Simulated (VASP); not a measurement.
# TaAl4 (I4/mmm) in VASP: a series of runs, part 2 of 2

VASP 6.6.1. The steps go on from the part before.

## (3) Single point, PBE

This run uses another cell than the first one, of 17.64 Å³/atom.

Input file INCAR:

```
SYSTEM = TaAl4
PREC = Accurate
ENCUT = 520
EDIFF = 1E-6
ISMEAR = 0
SIGMA = 0.1
LREAL = .False.
LASPH = .True.
NELM = 80
ALGO = Fast
ISIF = 2
LWAVE = .False.
LCHARG = .True.
GGA = PE
LELF = .True.
LVHAR = .True.
NBANDS = 20
```

Input file KPOINTS:

```
regular mesh
0
Gamma
  14 14 14
  0 0 0
```

Input file POSCAR:

```
TaAl4
1.0
   -1.8188354770      1.8188354770      6.6660422307
    1.8188354770     -1.8188354770      6.6660422307
    1.8188354770      1.8188354770     -6.6660422307
Ta Al
1 4
Direct
    0.0000000000      0.0000000000      0.0000000000
    0.4055430504      0.4055430504      0.0000000000
    0.2500000000      0.7500000000      0.5000000000
    0.7500000000      0.2500000000      0.5000000000
    0.5944569496      0.5944569496      0.0000000000
```

Potentials or basis: VASP PAW PBE potentials, release 64 (Ta_pv, Al).

On the command line:

```sh
> cat potpaw_PBE.64/Ta_pv/POTCAR potpaw_PBE.64/Al/POTCAR > POTCAR
> mpirun -np 1 vasp_std > vasp.out
```

OUTCAR:

```text
SYSTEM = TaAl4
   PREC = Accurate
   ENCUT = 520
   EDIFF = 1E-6
   ISMEAR = 0
   LREAL = .False.
   LASPH = .True.
   NELM = 80
   ISIF = 2
   GGA = PE

 ion  position               nearest neighbor table
   1  0.000  0.000  0.000-   5 2.86   5 2.86   5 2.86   2 2.86   5 2.86   2 2.86   2 2.86   2 2.86

   2  0.406  0.406  0.000-   5 2.52   3 2.76   4 2.76   4 2.76   3 2.76   1 2.86   1 2.86   1 2.86
                             1 2.86
   3  0.250  0.750  0.500-   4 2.57   4 2.57   4 2.57   4 2.57   5 2.76   2 2.76   5 2.76   2 2.76

   4  0.750  0.250  0.500-   3 2.57   3 2.57   3 2.57   3 2.57   2 2.76   5 2.76   5 2.76   2 2.76

   5  0.594  0.594  0.000-   2 2.52   4 2.76   3 2.76   3 2.76   4 2.76   1 2.86   1 2.86   1 2.86
                             1 2.86

  LATTYP: Found a body centered tetragonal cell.
 ALAT       =     3.6376709540
 C/A-ratio  =     3.6650056121

  Lattice vectors:

 A1 = (  -1.8188354770,   1.8188354770,   6.6660422307)
 A2 = (   1.8188354770,  -1.8188354770,   6.6660422307)
 A3 = (   1.8188354770,   1.8188354770,  -6.6660422307)

Analysis of symmetry for initial positions (statically):
=====================================================================
 Subroutine PRICEL returns:
 Original cell was already a primitive cell.

 Routine SETGRP: Setting up the symmetry group for a
 body centered tetragonal supercell.

 Subroutine GETGRP returns: Found 16 space group operations
 (whereof 16 operations were pure point group operations)
 out of a pool of 16 trial point group operations.

The static configuration has the point symmetry D_4h.

Analysis of symmetry for dynamics (positions and initial velocities):
=====================================================================
 Subroutine PRICEL returns:
 Original cell was already a primitive cell.

 Routine SETGRP: Setting up the symmetry group for a
 body centered tetragonal supercell.

 Subroutine GETGRP returns: Found 16 space group operations
 (whereof 16 operations were pure point group operations)
 out of a pool of 16 trial point group operations.

The dynamic configuration has the point symmetry D_4h.

 Subroutine INISYM returns: Found 16 space group operations
 (whereof 16 operations are pure point group operations),
 and found     1 'primitive' translations

----------------------------------------------------------------------------------------

                                     Primitive cell

  volume of cell :      88.2094

  direct lattice vectors                    reciprocal lattice vectors
    -1.818835477  1.818835477  6.666042231     0.000000000  0.274901170  0.075007026
     1.818835477 -1.818835477  6.666042231     0.274901170  0.000000000  0.075007026
     1.818835477  1.818835477 -6.666042231     0.274901170  0.274901170  0.000000000

  length of vectors
     7.145099300  7.145099300  7.145099300     0.284950359  0.284950359  0.388768962

  position of ions in fractional coordinates (direct lattice)
     0.000000000  0.000000000  0.000000000
     0.405543050  0.405543050  0.000000000
     0.250000000  0.750000000  0.500000000
     0.750000000  0.250000000  0.500000000
     0.594456950  0.594456950  0.000000000

  ion indices of the primitive-cell ions
   primitive index   ion index
[... 34 lines left out ...]
  0.000000  0.000000  0.000000      1.000000
  0.071429 -0.000000  0.000000      8.000000
  0.142857 -0.000000  0.000000      8.000000
  0.214286 -0.000000  0.000000      8.000000
  0.285714 -0.000000  0.000000      8.000000
  0.357143  0.000000  0.000000      8.000000
[... 16 lines left out ...]
  0.214286  0.142857  0.000000     16.000000
  0.285714  0.142857  0.000000     16.000000
 [... further k-points ...]
   k-points           NKPTS =    244   k-points in BZ     NKDIM =    244   number of bands    NBANDS=     20
   number of dos      NEDOS =    301   number of ions     NIONS =      5
   total plane-waves  NPLWV = 157464
   dimension x,y,z NGX =    54 NGY =   54 NGZ =   54
   dimension x,y,z NGXF=   108 NGYF=  108 NGZF=  108
   ions per type =               1   4
   NGX,Y,Z   is equivalent  to a cutoff of  12.56, 12.56, 12.56 a.u.
   NGXF,Y,Z  is equivalent  to a cutoff of  25.13, 25.13, 25.13 a.u.
 SYSTEM =  TaAl4
   PREC   = accura    normal or accurate (medium, high low for compatibility)
   ISTART =      0    job   : 0-new  1-cont  2-samecut
   ICHARG =      2    charge: 1-file 2-atom 10-const
   ISPIN  =      1    spin polarized calculation?
   LNONCOLLINEAR =      F non collinear calculations
   LSORBIT =      F    spin-orbit coupling
   LASPH  =      T    aspherical Exc in radial PAW
   ENCUT  =  520.0 eV  38.22 Ry    6.18 a.u.  13.29 13.29 13.29*2*pi/ulx,y,z
   NELM   =     80;   NELMIN=  2; NELMDL= -5     # of ELM steps
   EDIFF  = 0.1E-05   stopping-criterion for ELM
   LREAL  =      F    real-space projection
   EDIFFG = 0.1E-04   stopping-criterion for IOM
   NSW    =      0    number of steps for IOM
   IBRION =     -1    ionic relax: 0-MD 1-quasi-New 2-CG
   NFREE  =      0    steps in history (QN), initial steepest desc. (CG)
   ISIF   =      2    stress and relaxation
   ISYM   =      2    0-nonsym 1-usesym 2-fastsym
   POTIM  = 0.5000    time-step for ionic-motion
   TEBEG  =    0.0;   TEEND  =   0.0 temperature during run
   PSTRESS=    0.0 pullay stress
   NELECT =      23.0000    total number of electrons
   NUPDOWN=      -1.0000    fix difference up-down
   EMIN   =  10.00;   EMAX   =-10.00  energy-range for DOS
   EFERMI =   0.00;   METHOD = LEGACY
   ISMEAR =     0;   SIGMA  =   0.10  broadening in eV -4-tet -1-fermi 0-gaus
   EFERMI_NEDOS =   21; number of points for ismear=-14 and -15
   IALGO  =     68    algorithm
   IMIX   =      4    mixing-type and parameters
     AMIX     =   0.40;   BMIX     =  1.00
     AMIX_MAG =   1.60;   BMIX_MAG =  1.00
  volume/ion in A,a.u.               =      17.64       119.05
  Fermi-wavevector in a.u.,A,eV,Ry     =   1.045873  1.976414 14.882751  1.093851
  Thomas-Fermi vector in A             =   2.180688
   LORBIT       =      0    0 simple, 1 ext, 2 COOP (PROOUT), +10 PAW based schemes
   GGA     = PE    functional components
   LHFCALC =     F    Hartree Fock is set to
   AEXX    =    0.0000 exact exchange contribution
   IVDW    =     0    specifies the selected vdW correction
   LEPSILON=     F    determine dielectric tensor
   LRPA    =     F    only Hartree local field effects (RPA)
 non-spin polarized calculation
 RMM-DIIS sequential band-by-band and
 Gauss-broadening in eV      SIGMA  =   0.10
  energy-cutoff  :      520.00
  volume of cell :       88.21
 maximum number of plane-waves:      2410
 NGX is ok and might be reduce to    54
   NGX = 27   NGY = 27   NGZ = 27

 number of electron      23.0000001 magnetization

 Free energy of the ion-electron system (eV)
  ---------------------------------------------------
  ext. energy  EPLUGINS =         0.00000000
  ---------------------------------------------------
  free energy    TOTEN  =       -25.26108517 eV

  energy without entropy =      -25.24280413  energy(sigma->0) =      -25.25194465

 E-fermi :   6.7710     XC(G=0): -10.4926

 val. band max:        6.7693376971   @ k =  -0.3571   0.3571   0.0000
 cond. band min:       6.7714485233   @ k =  -0.0714   0.1429   0.0714
 fundamental gap:      0.0021108262
 Fermi energy:         6.7709648634

 k-point     1 :       0.0000    0.0000    0.0000
  band No.  band energies     occupation
      1     -27.9482      2.00000
      2     -27.7495      2.00000
      3     -27.7495      2.00000
      4      -3.6081      2.00000
      5      -0.3683      2.00000
      6       0.4428      2.00000
[... 541 lines left out ...]
     19      11.8480      0.00000
     20      12.6707      0.00000

 [... further k-points ...]

------------------------ aborting loop because EDIFF is reached ----------------------------------------

  FORCE on cell =-STRESS in cart. coord.  units (eV):
  Direction    XX          YY          ZZ          XY          YZ          ZX
  --------------------------------------------------------------------------------------
  -------------------------------------------------------------------------------------
  Total       -0.0101773     -0.0101773     -0.0028455      0.0000000      0.0000000      0.0000000
  in kB       -0.1848531     -0.1848531     -0.0516843      0.0000000      0.0000000      0.0000000
  external PRESSURE =      -0.1404635 kB  Pullay stress =       0.0000000 kB

 VOLUME and BASIS-vectors are now :
 -----------------------------------------------------------------------------
  energy-cutoff  :      520.00
  volume of cell :       88.21
      direct lattice vectors                 reciprocal lattice vectors
    -1.818835477  1.818835477  6.666042231     0.000000000  0.274901170  0.075007026
     1.818835477 -1.818835477  6.666042231     0.274901170  0.000000000  0.075007026
     1.818835477  1.818835477 -6.666042231     0.274901170  0.274901170  0.000000000

 POSITION                                       TOTAL-FORCE (eV/Angst)
 -----------------------------------------------------------------------------------
      0.00000      0.00000      0.00000        -0.000000     -0.000000      0.000000
      0.00000      0.00000      5.40673         0.000000      0.000000     -0.005868
      1.81884      0.00000      3.33302        -0.000000     -0.000000      0.000000
      0.00000      1.81884      3.33302        -0.000000     -0.000000      0.000000
      0.00000      0.00000      7.92535        -0.000000     -0.000000      0.005868
 -----------------------------------------------------------------------------------
    total drift:                                0.000000      0.000000      0.000000

  FREE ENERGIE OF THE ION-ELECTRON SYSTEM (eV)
  ---------------------------------------------------
  free  energy   TOTEN  =       -25.2610851705 eV

  energy  without entropy=      -25.2428041284  energy(sigma->0) =      -25.25194465
```

stdout:

```text
POSCAR found type information on POSCAR TaAl
 POSCAR found :  2 types and       5 ions
 scaLAPACK will be used
 LDA part: xc-table for (Slater+PW92), standard interpolation
 POSCAR, INCAR and KPOINTS ok, starting setup
 FFT: planning ... GRIDC
 FFT: planning ... GRID_SOFT
 FFT: planning ... GRID
 WAVECAR not read
 entering main loop
```

It took 15 min on 1 thread of Intel Xeon 6975P-C (Granite Rapids), shared host; peak memory 0.68 GiB.

What came out:

```yaml
Free_energy: -25.2611 eV
Pressure: 0.0 GPa
Largest_force: 0.006 eV/Å
Band_gap_on_the_k_mesh: zero (an odd number of electrons rules out a gap without spin polarisation)
```

Forces in eV/Å, atoms in the order of the input:
```
Ta   0.000  0.000  0.000
Al   0.000  0.000 -0.006
Al   0.000  0.000  0.000
Al   0.000  0.000  0.000
Al   0.000  0.000  0.006
```

Levels at points of the mesh, in eV from the Fermi level:
| k point | band 8 | band 9 | band 10 | band 11 | band 12 | band 13 | band 14 | band 15 |
| --- | --- | --- | --- | --- | --- | --- | --- | --- |
| (0.00, 0.00, 0.00) | -0.78 | -0.78 | -0.24 | 1.38 | 1.53 | 1.55 | 1.55 | 2.09 |
| (0.50, 0.00, 0.00) | -2.92 | -2.14 | -0.99 | -0.42 | 0.81 | 2.14 | 2.17 | 2.51 |
| (0.50, 0.50, 0.00) | -4.15 | -2.83 | -2.53 | -0.88 | -0.48 | -0.28 | -0.24 | 2.75 |
| (0.50, 0.50, 0.50) | -1.65 | -0.33 | -0.33 | 0.19 | 0.19 | 0.58 | 1.38 | 3.04 |

Caveat: spin-orbit coupling is left out, which moves the levels of the heavy elements.
